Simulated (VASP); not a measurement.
# NaH (F-43m) in VASP: notebook, part 2 of 2

VASP 6.6.1. The steps go on from the part before.

### 3 Single point, PBE (volume changed by -5%)

Input file INCAR:

```
PREC = Accurate
ENCUT = 520
EDIFF = 1E-6
ISMEAR = 0
SIGMA = 0.01
LREAL = F
LASPH = T
NELM = 100
ALGO = Normal
ISIF = 2
LWAVE = F
LCHARG = F
GGA = PE
NBANDS = 11
```

Input file KPOINTS:

```
Automatic mesh
0
Gamma
  4 4 4
```

Input file POSCAR:

```
NaH
1.0
    0.0000000000      2.5528969433      2.5528969433
    2.5528969433      0.0000000000      2.5528969433
    2.5528969433      2.5528969433      0.0000000000
Na H
1 1
Direct
    0.0000000000      0.0000000000      0.0000000000
    0.2500000000      0.2500000000      0.2500000000
```

Potentials or basis: VASP PAW PBE potentials, release 64 (Na_pv, H).

Run with:

```console
$ cat potpaw_PBE.64/Na_pv/POTCAR potpaw_PBE.64/H/POTCAR > POTCAR
$ mpirun -np 1 vasp_std > vasp.out
```

OUTCAR:

```text
PREC = Accurate
   ENCUT = 520
   EDIFF = 1E-6
   ISMEAR = 0
   LREAL = F
   LASPH = T
   NELM = 100
   ISIF = 2
   GGA = PE

 ion  position               nearest neighbor table
   1  0.000  0.000  0.000-
   2  0.250  0.250  0.250-

  LATTYP: Found a face centered cubic cell.
 ALAT       =     5.1057938866

  Lattice vectors:

 A1 = (   0.0000000000,   2.5528969433,   2.5528969433)
 A2 = (   2.5528969433,   0.0000000000,   2.5528969433)
 A3 = (   2.5528969433,   2.5528969433,   0.0000000000)

Analysis of symmetry for initial positions (statically):
=====================================================================
 Subroutine PRICEL returns:
 Original cell was already a primitive cell.

 Routine SETGRP: Setting up the symmetry group for a
 face centered cubic supercell.

 Subroutine GETGRP returns: Found 24 space group operations
 (whereof 24 operations were pure point group operations)
 out of a pool of 48 trial point group operations.

The static configuration has the point symmetry T_d .

Analysis of symmetry for dynamics (positions and initial velocities):
=====================================================================
 Subroutine PRICEL returns:
 Original cell was already a primitive cell.

 Routine SETGRP: Setting up the symmetry group for a
 face centered cubic supercell.

 Subroutine GETGRP returns: Found 24 space group operations
 (whereof 24 operations were pure point group operations)
 out of a pool of 48 trial point group operations.

The dynamic configuration has the point symmetry T_d .

 Subroutine INISYM returns: Found 24 space group operations
 (whereof 24 operations are pure point group operations),
 and found     1 'primitive' translations

----------------------------------------------------------------------------------------

                                     Primitive cell

  volume of cell :      33.2759

  direct lattice vectors                    reciprocal lattice vectors
     0.000000000  2.552896943  2.552896943    -0.195855928  0.195855928  0.195855928
     2.552896943  0.000000000  2.552896943     0.195855928 -0.195855928  0.195855928
     2.552896943  2.552896943  0.000000000     0.195855928  0.195855928 -0.195855928

  length of vectors
     3.610341481  3.610341481  3.610341481     0.339232418  0.339232418  0.339232418

  position of ions in fractional coordinates (direct lattice)
     0.000000000  0.000000000  0.000000000
     0.250000000  0.250000000  0.250000000

  ion indices of the primitive-cell ions
   primitive index   ion index
                 1           1
                 2           2

----------------------------------------------------------------------------------------

 KPOINTS: Automatic mesh

Automatic generation of k-mesh.
 Grid dimensions read from file:
 generate k-points for:    4    4    4

 Generating k-lattice:

  Cartesian coordinates                     Fractional coordinates (reciprocal lattice)
    -0.048963982  0.048963982  0.048963982     0.250000000  0.000000000  0.000000000
     0.048963982 -0.048963982  0.048963982     0.000000000  0.250000000  0.000000000
     0.048963982  0.048963982 -0.048963982     0.000000000  0.000000000  0.250000000

  Length of vectors
     0.084808105  0.084808105  0.084808105

  Shift w.r.t. Gamma in fractional coordinates (k-lattice)
     0.000000000  0.000000000  0.000000000

 Subroutine IBZKPT returns following result:
 ===========================================

 Found      8 irreducible k-points:

 Following reciprocal coordinates:
            Coordinates               Weight
  0.000000  0.000000  0.000000      1.000000
  0.250000  0.000000  0.000000      8.000000
  0.500000  0.000000  0.000000      4.000000
  0.250000  0.250000  0.000000      6.000000
  0.500000  0.250000  0.000000     24.000000
 -0.250000  0.250000  0.000000     12.000000
  0.500000  0.500000  0.000000      3.000000
 -0.250000  0.500000  0.250000      6.000000
   k-points           NKPTS =      8   k-points in BZ     NKDIM =      8   number of bands    NBANDS=     11
   number of dos      NEDOS =    301   number of ions     NIONS =      2
   total plane-waves  NPLWV =  21952
   dimension x,y,z NGX =    28 NGY =   28 NGZ =   28
   dimension x,y,z NGXF=    56 NGYF=   56 NGZF=   56
   ions per type =               1   1
   NGX,Y,Z   is equivalent  to a cutoff of  12.89, 12.89, 12.89 a.u.
   NGXF,Y,Z  is equivalent  to a cutoff of  25.79, 25.79, 25.79 a.u.
 SYSTEM =  unknown system
   PREC   = accura    normal or accurate (medium, high low for compatibility)
   ISTART =      0    job   : 0-new  1-cont  2-samecut
   ICHARG =      2    charge: 1-file 2-atom 10-const
   ISPIN  =      1    spin polarized calculation?
   LNONCOLLINEAR =      F non collinear calculations
   LSORBIT =      F    spin-orbit coupling
   LASPH  =      T    aspherical Exc in radial PAW
   ENCUT  =  520.0 eV  38.22 Ry    6.18 a.u.   6.71  6.71  6.71*2*pi/ulx,y,z
   NELM   =    100;   NELMIN=  2; NELMDL= -5     # of ELM steps
   EDIFF  = 0.1E-05   stopping-criterion for ELM
   LREAL  =      F    real-space projection
   EDIFFG = 0.1E-04   stopping-criterion for IOM
   NSW    =      0    number of steps for IOM
   IBRION =     -1    ionic relax: 0-MD 1-quasi-New 2-CG
   NFREE  =      0    steps in history (QN), initial steepest desc. (CG)
   ISIF   =      2    stress and relaxation
   ISYM   =      2    0-nonsym 1-usesym 2-fastsym
   POTIM  = 0.5000    time-step for ionic-motion
   TEBEG  =    0.0;   TEEND  =   0.0 temperature during run
   PSTRESS=    0.0 pullay stress
   NELECT =       8.0000    total number of electrons
   NUPDOWN=      -1.0000    fix difference up-down
   EMIN   =  10.00;   EMAX   =-10.00  energy-range for DOS
   EFERMI =   0.00;   METHOD = LEGACY
   ISMEAR =     0;   SIGMA  =   0.01  broadening in eV -4-tet -1-fermi 0-gaus
   EFERMI_NEDOS =   21; number of points for ismear=-14 and -15
   IALGO  =     38    algorithm
   IMIX   =      4    mixing-type and parameters
     AMIX     =   0.40;   BMIX     =  1.00
     AMIX_MAG =   1.60;   BMIX_MAG =  1.00
  volume/ion in A,a.u.               =      16.64       112.28
  Fermi-wavevector in a.u.,A,eV,Ry     =   1.017954  1.923654 14.098774  1.036231
  Thomas-Fermi vector in A             =   2.151384
   LORBIT       =      0    0 simple, 1 ext, 2 COOP (PROOUT), +10 PAW based schemes
   GGA     = PE    functional components
   LHFCALC =     F    Hartree Fock is set to
   AEXX    =    0.0000 exact exchange contribution
   IVDW    =     0    specifies the selected vdW correction
   LEPSILON=     F    determine dielectric tensor
   LRPA    =     F    only Hartree local field effects (RPA)
 non-spin polarized calculation
 Gauss-broadening in eV      SIGMA  =   0.01
  energy-cutoff  :      520.00
  volume of cell :       33.28
 maximum number of plane-waves:       934
 NGX is ok and might be reduce to    28
   NGX = 13   NGY = 13   NGZ = 13

 number of electron       7.9999997 magnetization

 Free energy of the ion-electron system (eV)
  ---------------------------------------------------
  ext. energy  EPLUGINS =         0.00000000
  ---------------------------------------------------
  free energy    TOTEN  =        -4.98103316 eV

  energy without entropy =       -4.98103316  energy(sigma->0) =       -4.98103316

 E-fermi :  -1.6745     XC(G=0):  -7.0356

 val. band max:       -1.7435054195   @ k =  -0.2500   0.5000   0.2500
 cond. band min:       1.9068402751   @ k =   0.5000   0.0000   0.0000
 fundamental gap:      3.6503456946
 Fermi energy:        -1.6745124098

 k-point     1 :       0.0000    0.0000    0.0000
  band No.  band energies     occupation
      1     -23.6508      2.00000
      2     -23.6508      2.00000
      3     -23.6508      2.00000
      4      -4.7195      2.00000
      5       6.7520      0.00000
      6      11.9050      0.00000
      7      11.9050      0.00000
      8      11.9050      0.00000
      9      14.7668      0.00000
     10      14.7668      0.00000
     11      14.7668      0.00000
[... 85 lines left out ...]
 k-point     8 :      -0.2500    0.5000    0.2500
  band No.  band energies     occupation
      1     -23.6913      2.00000
      2     -23.6852      2.00000
      3     -23.6710      2.00000
      4      -1.7435      2.00000
      5       4.2131      0.00000
      6       4.4615      0.00000
      7       5.7998      0.00000
      8      12.8073      0.00000
      9      13.9116      0.00000
     10      15.9029      0.00000
     11      16.8577      0.00000

------------------------ aborting loop because EDIFF is reached ----------------------------------------

  FORCE on cell =-STRESS in cart. coord.  units (eV):
  Direction    XX          YY          ZZ          XY          YZ          ZX
  --------------------------------------------------------------------------------------
  -------------------------------------------------------------------------------------
  Total        0.2605667      0.2605667      0.2605667     -0.0000000     -0.0000000     -0.0000000
  in kB       12.5458351     12.5458351     12.5458351     -0.0000000     -0.0000000     -0.0000000
  external PRESSURE =      12.5458351 kB  Pullay stress =       0.0000000 kB

 VOLUME and BASIS-vectors are now :
 -----------------------------------------------------------------------------
  energy-cutoff  :      520.00
  volume of cell :       33.28
      direct lattice vectors                 reciprocal lattice vectors
     0.000000000  2.552896943  2.552896943    -0.195855928  0.195855928  0.195855928
     2.552896943  0.000000000  2.552896943     0.195855928 -0.195855928  0.195855928
     2.552896943  2.552896943  0.000000000     0.195855928  0.195855928 -0.195855928

 POSITION                                       TOTAL-FORCE (eV/Angst)
 -----------------------------------------------------------------------------------
      0.00000      0.00000      0.00000        -0.000000     -0.000000     -0.000000
      1.27645      1.27645      1.27645         0.000000      0.000000      0.000000
 -----------------------------------------------------------------------------------
    total drift:                                0.000001      0.000001      0.000001

  FREE ENERGIE OF THE ION-ELECTRON SYSTEM (eV)
  ---------------------------------------------------
  free  energy   TOTEN  =        -4.9810331625 eV

  energy  without entropy=       -4.9810331625  energy(sigma->0) =       -4.98103316
```

stdout:

```text
POSCAR found type information on POSCAR NaH
 POSCAR found :  2 types and       2 ions
 scaLAPACK will be used
 LDA part: xc-table for (Slater+PW92), standard interpolation
 POSCAR, INCAR and KPOINTS ok, starting setup
 FFT: planning ... GRIDC
 FFT: planning ... GRID_SOFT
 FFT: planning ... GRID
 WAVECAR not read
 entering main loop
```

It took 2.7 s on 1 thread of AMD EPYC 9R45 (Zen 5), shared host; peak memory 0.11 GiB.

Results:

```
Free energy            : -4.9810 eV
Pressure               : 1.3 GPa
Band gap on the k mesh : 3.65 eV, indirect (least direct gap 4.39 eV)
```

Levels at points of the mesh, in eV from the valence-band top:
```
           k point  band 1  band 2  band 3  band 4  band 5  band 6  band 7  band 8
(0.00, 0.00, 0.00)  -21.91  -21.91  -21.91   -2.98    8.50   13.65   13.65   13.65
(0.50, 0.00, 0.00)  -21.96  -21.91  -21.91   -0.74    3.65   11.02   12.89   12.89
(0.50, 0.50, 0.00)  -21.96  -21.93  -21.93   -0.09    5.11    7.59   10.01   10.01
```

Caveat: the k points lie up to 0.53 Å⁻¹ apart. A k mesh can miss the band edges.
